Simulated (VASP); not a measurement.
# Bi2Se3 (R-3m) in VASP: single point with LDA

Aim: the single point of Bi2Se3 with LDA.

Everything below comes from runs of VASP 6.6.1. Logs are shortened: lines on timing, memory, paths and dates and some standing lists are left out, and cuts for length are marked.

### Step 1. The cell of the first run

It takes space group R-3m (No. 166, trigonal). The conventional cell has a = 4.105 Å, b = 4.105 Å, c = 27.908 Å, α = 90.00°, β = 90.00°, γ = 120.00°. Within 3.7 Å of Bi (site symmetry 3m) lie 6 Se at 2.84 to 3.04 Å. Se (site symmetry -3m) has 6 Bi at 3.04 Å and 12 Se at 4.10 to 4.19 Å within 4.2 Å. Within 3.7 Å of Se (site symmetry 3m) lie 3 Bi at 2.84 Å and 3 Se at 3.36 Å.

### Step 2. Single point, LDA

File INCAR:

```
SYSTEM = Bi2Se3
PREC = Accurate ; ENCUT = 520
EDIFF = 1E-7 ; ISMEAR = 0
SIGMA = 0.05 ; LREAL = .FALSE.
LASPH = .TRUE. ; NELM = 100
ALGO = Normal ; ISIF = 2
LWAVE = .FALSE. ; LCHARG = .TRUE.
LELF = .TRUE. ; LVHAR = .TRUE.
NBANDS = 32
```

File KPOINTS:

```
Automatic mesh
0
G
  9 9 9
  0 0 0
```

File POSCAR:

```
Bi2Se3
1.0
    2.0522616424      1.1848738116      9.3026208175
   -2.0522616424      1.1848738116      9.3026208175
    0.0000000000     -2.3697476233      9.3026208175
Bi Se
2 3
Direct
    0.4013130967      0.4013130967      0.4013130967
    0.5986869033      0.5986869033      0.5986869033
    0.0000000000      0.0000000000      0.0000000000
    0.2093415883      0.2093415883      0.2093415883
    0.7906584117      0.7906584117      0.7906584117
```

Potentials or basis: VASP PAW LDA potentials, release 64 (Bi_d, Se).

Started as:

```console
$ cat potpaw_LDA.64/Bi_d/POTCAR potpaw_LDA.64/Se/POTCAR > POTCAR
$ mpirun -np 1 vasp_std > vasp.out
```

OUTCAR:

```text
SYSTEM = Bi2Se3
   PREC = Accurate
   ENCUT = 520
   EDIFF = 1E-7
   ISMEAR = 0
   LREAL = .FALSE.
   LASPH = .TRUE.
   NELM = 100
   ISIF = 2

 ion  position               nearest neighbor table
   1  0.401  0.401  0.401-   5 2.84   5 2.84   5 2.84   3 3.04   3 3.04   3 3.04
   2  0.599  0.599  0.599-   4 2.84   4 2.84   4 2.84   3 3.04   3 3.04   3 3.04
   3  0.000  0.000  0.000-   2 3.04   1 3.04   2 3.04   2 3.04   1 3.04   1 3.04
   4  0.209  0.209  0.209-   2 2.84   2 2.84   2 2.84
   5  0.791  0.791  0.791-   1 2.84   1 2.84   1 2.84

  LATTYP: Found a trigonal (rhomboedric) cell.
 ALAT       =     9.5997113432
 COS(alpha) =     0.9085930742

  Lattice vectors:

 A1 = (   2.0522616424,   1.1848738116,   9.3026208175)
 A2 = (  -2.0522616424,   1.1848738116,   9.3026208175)
 A3 = (   0.0000000000,  -2.3697476233,   9.3026208175)

Analysis of symmetry for initial positions (statically):
=====================================================================
 Subroutine PRICEL returns:
 Original cell was already a primitive cell.

 Routine SETGRP: Setting up the symmetry group for a
 trigonal (rhombohedral) supercell.

 Subroutine GETGRP returns: Found 12 space group operations
 (whereof 12 operations were pure point group operations)
 out of a pool of 12 trial point group operations.

The static configuration has the point symmetry D_3d.

Analysis of symmetry for dynamics (positions and initial velocities):
=====================================================================
 Subroutine PRICEL returns:
 Original cell was already a primitive cell.

 Routine SETGRP: Setting up the symmetry group for a
 trigonal (rhombohedral) supercell.

 Subroutine GETGRP returns: Found 12 space group operations
 (whereof 12 operations were pure point group operations)
 out of a pool of 12 trial point group operations.

The dynamic configuration has the point symmetry D_3d.

 Subroutine INISYM returns: Found 12 space group operations
 (whereof 12 operations are pure point group operations),
 and found     1 'primitive' translations

----------------------------------------------------------------------------------------

                                     Primitive cell

  volume of cell :     135.7255

  direct lattice vectors                    reciprocal lattice vectors
     2.052261642  1.184873812  9.302620817     0.243633653  0.140661955  0.035832196
    -2.052261642  1.184873812  9.302620817    -0.243633653  0.140661955  0.035832196
     0.000000000 -2.369747623  9.302620817     0.000000000 -0.281323910  0.035832196

  length of vectors
     9.599711343  9.599711343  9.599711343     0.283596700  0.283596700  0.283596700

  position of ions in fractional coordinates (direct lattice)
     0.401313097  0.401313097  0.401313097
     0.598686903  0.598686903  0.598686903
     0.000000000  0.000000000  0.000000000
     0.209341588  0.209341588  0.209341588
     0.790658412  0.790658412  0.790658412

  ion indices of the primitive-cell ions
   primitive index   ion index
                 1           1
                 2           2
                 3           3
                 4           4
                 5           5

----------------------------------------------------------------------------------------

 KPOINTS: Automatic mesh

Automatic generation of k-mesh.
 Grid dimensions read from file:
 generate k-points for:    9    9    9

 Generating k-lattice:

  Cartesian coordinates                     Fractional coordinates (reciprocal lattice)
     0.027070406  0.015629106  0.003981355     0.111111111 -0.000000000  0.000000000
    -0.027070406  0.015629106  0.003981355    -0.000000000  0.111111111  0.000000000
     0.000000000 -0.031258212  0.003981355     0.000000000  0.000000000  0.111111111

  Length of vectors
     0.031510744  0.031510744  0.031510744

  Shift w.r.t. Gamma in fractional coordinates (k-lattice)
     0.000000000  0.000000000  0.000000000

 Subroutine IBZKPT returns following result:
 ===========================================

 Found     85 irreducible k-points:

 Following reciprocal coordinates:
            Coordinates               Weight
  0.000000  0.000000  0.000000      1.000000
  0.111111 -0.000000 -0.000000      6.000000
  0.222222  0.000000  0.000000      6.000000
  0.333333  0.000000  0.000000      6.000000
  0.444444  0.000000  0.000000      6.000000
  0.111111  0.111111 -0.000000      6.000000
[... 16 lines left out ...]
 -0.333333  0.333333  0.000000      6.000000
  0.444444  0.444444  0.000000      6.000000
 [... further k-points ...]
   k-points           NKPTS =     85   k-points in BZ     NKDIM =     85   number of bands    NBANDS=     32
   number of dos      NEDOS =    301   number of ions     NIONS =      5
   total plane-waves  NPLWV = 373248
   dimension x,y,z NGX =    72 NGY =   72 NGZ =   72
   dimension x,y,z NGXF=   144 NGYF=  144 NGZF=  144
   ions per type =               2   3
   NGX,Y,Z   is equivalent  to a cutoff of  12.47, 12.47, 12.47 a.u.
   NGXF,Y,Z  is equivalent  to a cutoff of  24.94, 24.94, 24.94 a.u.
 SYSTEM =  Bi2Se3
   PREC   = accura    normal or accurate (medium, high low for compatibility)
   ISTART =      0    job   : 0-new  1-cont  2-samecut
   ICHARG =      2    charge: 1-file 2-atom 10-const
   ISPIN  =      1    spin polarized calculation?
   LNONCOLLINEAR =      F non collinear calculations
   LSORBIT =      F    spin-orbit coupling
   LASPH  =      T    aspherical Exc in radial PAW
   ENCUT  =  520.0 eV  38.22 Ry    6.18 a.u.  17.85 17.85 17.85*2*pi/ulx,y,z
   NELM   =    100;   NELMIN=  2; NELMDL= -5     # of ELM steps
   EDIFF  = 0.1E-06   stopping-criterion for ELM
   LREAL  =      F    real-space projection
   EDIFFG = 0.1E-05   stopping-criterion for IOM
   NSW    =      0    number of steps for IOM
   IBRION =     -1    ionic relax: 0-MD 1-quasi-New 2-CG
   NFREE  =      0    steps in history (QN), initial steepest desc. (CG)
   ISIF   =      2    stress and relaxation
   ISYM   =      2    0-nonsym 1-usesym 2-fastsym
   POTIM  = 0.5000    time-step for ionic-motion
   TEBEG  =    0.0;   TEEND  =   0.0 temperature during run
   PSTRESS=    0.0 pullay stress
   NELECT =      48.0000    total number of electrons
   NUPDOWN=      -1.0000    fix difference up-down
   EMIN   =  10.00;   EMAX   =-10.00  energy-range for DOS
   EFERMI =   0.00;   METHOD = LEGACY
   ISMEAR =     0;   SIGMA  =   0.05  broadening in eV -4-tet -1-fermi 0-gaus
   EFERMI_NEDOS =   21; number of points for ismear=-14 and -15
   IALGO  =     38    algorithm
   IMIX   =      4    mixing-type and parameters
     AMIX     =   0.40;   BMIX     =  1.00
     AMIX_MAG =   1.60;   BMIX_MAG =  1.00
  volume/ion in A,a.u.               =      27.15       183.18
  Fermi-wavevector in a.u.,A,eV,Ry     =   1.157714  2.187763 18.235925  1.340303
  Thomas-Fermi vector in A             =   2.294323
   LORBIT       =      0    0 simple, 1 ext, 2 COOP (PROOUT), +10 PAW based schemes
   GGA     = CA    functional components
   LHFCALC =     F    Hartree Fock is set to
   AEXX    =    0.0000 exact exchange contribution
   IVDW    =     0    specifies the selected vdW correction
   LEPSILON=     F    determine dielectric tensor
   LRPA    =     F    only Hartree local field effects (RPA)
 non-spin polarized calculation
 Gauss-broadening in eV      SIGMA  =   0.05
  energy-cutoff  :      520.00
  volume of cell :      135.73
 maximum number of plane-waves:      3691
   NGX = 35   NGY = 35   NGZ = 35

 number of electron      48.0000004 magnetization

 Free energy of the ion-electron system (eV)
  ---------------------------------------------------
  ext. energy  EPLUGINS =         0.00000000
  ---------------------------------------------------
  free energy    TOTEN  =       -23.42790509 eV

  energy without entropy =      -23.42783895  energy(sigma->0) =      -23.42787202

 E-fermi :   5.4710     XC(G=0): -10.0134

 val. band max:        5.4512044683   @ k =   0.0000   0.0000   0.0000
 cond. band min:       5.4908504486   @ k =   0.0000   0.0000   0.0000
 fundamental gap:      0.0396459802
 Fermi energy:         5.4710274588

 k-point     1 :       0.0000    0.0000    0.0000
  band No.  band energies     occupation
      1     -17.7005      2.00000
      2     -17.7005      2.00000
      3     -17.6979      2.00000
      4     -17.6979      2.00000
      5     -17.6844      2.00000
      6     -17.6812      2.00000
[... 24 lines left out ...]
     31      11.0802      0.00000
     32      12.1156      0.00000

 k-point     2 :       0.1111   -0.0000   -0.0000
  band No.  band energies     occupation
      1     -17.7028      2.00000
      2     -17.6997      2.00000
      3     -17.6975      2.00000
      4     -17.6949      2.00000
      5     -17.6824      2.00000
      6     -17.6794      2.00000
[... 24 lines left out ...]
     31      10.7402      0.00000
     32      11.2661      0.00000

 k-point     3 :       0.2222    0.0000    0.0000
  band No.  band energies     occupation
      1     -17.7096      2.00000
      2     -17.7053      2.00000
      3     -17.6910      2.00000
      4     -17.6885      2.00000
      5     -17.6821      2.00000
      6     -17.6771      2.00000
[... 24 lines left out ...]
     31       9.8468      0.00000
     32      11.3438      0.00000

 k-point     4 :       0.3333    0.0000    0.0000
  band No.  band energies     occupation
      1     -17.7184      2.00000
      2     -17.7124      2.00000
      3     -17.6876      2.00000
      4     -17.6862      2.00000
      5     -17.6837      2.00000
      6     -17.6808      2.00000
[... 654 lines left out ...]
     31      10.2304      0.00000
     32      12.2534      0.00000

 k-point    23 :      -0.3333    0.3333    0.0000
  band No.  band energies     occupation
      1     -17.7072      2.00000
      2     -17.7072      2.00000
      3     -17.7034      2.00000
      4     -17.6910      2.00000
      5     -17.6730      2.00000
      6     -17.6729      2.00000
[... 24 lines left out ...]
     31      11.4675      0.00000
     32      12.2722      0.00000

 k-point    24 :       0.4444    0.4444    0.0000
  band No.  band energies     occupation
      1     -17.7242      2.00000
      2     -17.7174      2.00000
      3     -17.6887      2.00000
      4     -17.6874      2.00000
      5     -17.6833      2.00000
      6     -17.6819      2.00000
[... 24 lines left out ...]
     31      10.5792      0.00000
     32      12.1514      0.00000

 [... further k-points ...]

------------------------ aborting loop because EDIFF is reached ----------------------------------------

  FORCE on cell =-STRESS in cart. coord.  units (eV):
  Direction    XX          YY          ZZ          XY          YZ          ZX
  --------------------------------------------------------------------------------------
  -------------------------------------------------------------------------------------
  Total        0.1566824      0.1566824      0.1547142      0.0000000     -0.0000000      0.0000000
  in kB        1.8495639      1.8495639      1.8263308      0.0000000     -0.0000000      0.0000000
  external PRESSURE =       1.8418195 kB  Pullay stress =       0.0000000 kB

 VOLUME and BASIS-vectors are now :
 -----------------------------------------------------------------------------
  energy-cutoff  :      520.00
  volume of cell :      135.73
      direct lattice vectors                 reciprocal lattice vectors
     2.052261642  1.184873812  9.302620817     0.243633653  0.140661955  0.035832196
    -2.052261642  1.184873812  9.302620817    -0.243633653  0.140661955  0.035832196
     0.000000000 -2.369747623  9.302620817     0.000000000 -0.281323910  0.035832196

 POSITION                                       TOTAL-FORCE (eV/Angst)
 -----------------------------------------------------------------------------------
      0.00000     -0.00000     11.19979         0.000000      0.000000     -0.017307
      0.00000     -0.00000     16.70807         0.000000     -0.000000      0.017307
      0.00000      0.00000      0.00000        -0.000000     -0.000000      0.000000
      0.00000     -0.00000      5.84228         0.000000      0.000000     -0.031688
      0.00000     -0.00000     22.06559         0.000000     -0.000000      0.031688
 -----------------------------------------------------------------------------------
    total drift:                               -0.000000      0.000000      0.000000

  FREE ENERGIE OF THE ION-ELECTRON SYSTEM (eV)
  ---------------------------------------------------
  free  energy   TOTEN  =       -23.4279050853 eV

  energy  without entropy=      -23.4278389497  energy(sigma->0) =      -23.42787202
```

Wall time 15 min (1 thread of AMD EPYC 9R45 (Zen 5), shared host); peak memory 0.7 GiB.

Results:

```yaml
Free_energy: -23.4279 eV
Pressure: 0.2 GPa
Largest_force: 0.032 eV/Å
Band_gap_on_the_k_mesh: 0.04 eV
```

Forces in eV/Å, atoms in the order of the input:
```
Bi   0.000  0.000 -0.017
Bi   0.000  0.000  0.017
Se   0.000  0.000  0.000
Se   0.000  0.000 -0.032
Se   0.000  0.000  0.032
```

Levels at points of the mesh, in eV from the valence-band top:
```csv
k point,band 22,band 23,band 24,band 25,band 26,band 27
"(0.00, 0.00, 0.00)",-1.32,-1.32,0.00,0.04,1.16,1.16
```

Caveat: spin-orbit coupling is left out, which moves the levels of the heavy elements; an odd mesh through Γ misses points on the zone boundary, where band edges can lie.
